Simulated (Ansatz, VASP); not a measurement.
# One calculation of Rh, two programs

File INCAR:

```
SYSTEM = Rh
ALGO     = Normal         ! electronic algorithm
EDIFF    = 1E-6           ! SCF threshold, eV
ENCUT    = 500            ! plane-wave cutoff, eV
GGA      = PE             ! functional
GGA_COMPAT= .FALSE.      
ISIF     = 2              ! what is computed and relaxed
ISMEAR   = 1              ! smearing method
IVDW     = 12             ! dispersion correction
LASPH    = .TRUE.         ! aspherical terms in the spheres
LCHARG   = .FALSE.        ! write CHGCAR
LREAL    = .FALSE.        ! projectors in reciprocal space
LWAVE    = .FALSE.        ! write WAVECAR
NBANDS   = 14             ! bands
NELM     = 120            ! most SCF steps
PREC     = Accurate       ! precision mode
SIGMA    = 0.1            ! smearing width, eV
```

KPOINTS

```
k-points
0
G
  13 13 13
  0 0 0
```

Contents of POSCAR:

```
Rh
1.0
    0.0000000000      1.8656768355      1.8656768355
    1.8656768355      0.0000000000      1.8656768355
    1.8656768355      1.8656768355      0.0000000000
Rh
1
Direct
    0.0000000000      0.0000000000      0.0000000000
```

Input for Ansatz:

```yaml
crystal:
  lattice:
    - [0.0, 1.8656768354531044, 1.8656768354531044]
    - [1.8656768354531044, 0.0, 1.8656768354531044]
    - [1.8656768354531044, 1.8656768354531044, 0.0]
  atoms:
    - { symbol: Rh, position: [0.0, 0.0, 0.0] }
basis:
  ecutwfc: 500.0
kpoints:
  mp_grid:
    grid: [13, 13, 13]
hamiltonian:
  xc: pbe
  dispersion: d3bj
scf:
  occupations:
    method: cold
    width: 0.1
output:
  stress: true
```

Alike in both runs: task single point; functional PBE; dispersion D3(BJ); k mesh 13 × 13 × 13; no spin polarisation.

```csv
,VASP,Ansatz
version,VASP 6.6.1,Ansatz 0.2.0
potentials or method,"VASP PAW PBE potentials, release 64 (Rh_pv), cutoff 500 eV","plane waves, PAW"
occupations,"methfessel-paxton of order 1, width 0.1 eV","cold, width 0.1 eV"
valence electrons in the cell,15,17
```

```tsv
	VASP	Ansatz	Ansatz less VASP
pressure (GPa)	16.1	15.8	-0.29
```

VASP's potentials hold 15 valence electrons a cell and Ansatz's 17, so a difference there can come from the potentials and not from the codes.
